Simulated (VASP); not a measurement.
Write the native input for VASP 6.6.1 that does the following.

```
Task                   : single point
Functional             : r2SCAN
Potentials or basis    : VASP PAW PBE potentials, release 64 (B, As)
Cutoff                 : 520 eV
k mesh                 : 10 × 10 × 10
Occupations            : gaussian, width 0.01 eV
Spin                   : no spin polarisation
Dipole correction      : no
Further INCAR settings : ALGO = Normal; EDIFF = 1e-07; NBANDS = 11
```

The system is BAs.

```xyz
2
Lattice="0.0000 2.3679 2.3679 2.3679 0.0000 2.3679 2.3679 2.3679 0.0000" Properties=species:S:1:pos:R:3 pbc="T T T"
B     0.0000    0.0000    0.0000
As    1.1840    1.1840    1.1840
```

This cell differs from its parent crystal: strain -1.0%.

These files were run (other wordings do the same):

POSCAR

```
BAs
1.0
    0.0000000000      2.3679489280      2.3679489280
    2.3679489280      0.0000000000      2.3679489280
    2.3679489280      2.3679489280      0.0000000000
B As
1 1
Direct
    0.0000000000      0.0000000000      0.0000000000
    0.2500000000      0.2500000000      0.2500000000
```

INCAR.step1

```
SYSTEM = BAs
PREC     = Accurate       ! precision mode
ENCUT    = 520            ! plane-wave cutoff, eV
ISMEAR   = 0              ! smearing method
SIGMA    = 0.01           ! smearing width, eV
LREAL    = .False.        ! projectors in reciprocal space
LASPH    = .True.         ! aspherical terms in the spheres
NELM     = 80             ! most SCF steps
NBANDS   = 11             ! bands
GGA      = PE             ! functional
ALGO     = Normal         ! electronic algorithm
EDIFF    = 1E-4           ! SCF threshold, eV
LWAVE    = .True.         ! write WAVECAR
LCHARG   = .False.        ! write CHGCAR
```

INCAR.step2

```
SYSTEM = BAs
PREC     = Accurate       ! precision mode
ENCUT    = 520            ! plane-wave cutoff, eV
EDIFF    = 1E-7           ! SCF threshold, eV
ISMEAR   = 0              ! smearing method
SIGMA    = 0.01           ! smearing width, eV
LREAL    = .False.        ! projectors in reciprocal space
LASPH    = .True.         ! aspherical terms in the spheres
NELM     = 80             ! most SCF steps
ALGO     = Normal         ! electronic algorithm
ISIF     = 2              ! what is computed and relaxed
LWAVE    = .False.        ! write WAVECAR
LCHARG   = .True.         ! write CHGCAR
METAGGA  = R2SCAN         ! meta-GGA
LMIXTAU  = .True.       
LELF     = .True.         ! ELF
LVHAR    = .True.       
NBANDS   = 11             ! bands
ISTART   = 1
```

KPOINTS

```
regular mesh
0
Gamma
  10 10 10
  0 0 0
```

Potentials or basis: VASP PAW PBE potentials, release 64 (B, As).

Run with:

```console
$ cat potpaw_PBE.64/B/POTCAR potpaw_PBE.64/As/POTCAR > POTCAR
$ cp INCAR.step1 INCAR
$ mpirun -np 1 vasp_std > vasp.out
$ cp INCAR.step2 INCAR
$ mpirun -np 1 vasp_std > vasp.out
```

It gave:

```
Pressure               : 4.8 GPa
Band gap on the k mesh : 1.34 eV, indirect (least direct gap 3.48 eV)
```

Caveat: the cell differs from its parent crystal (strain -1.0%); the PAW data sets were made with another functional, which shifts forces and pressure a little.

Wall time 35 s on 1 thread of Intel(R) Xeon(R) 6975P-C (Granite Rapids), with other jobs on the host, peak memory 0.17 GiB.
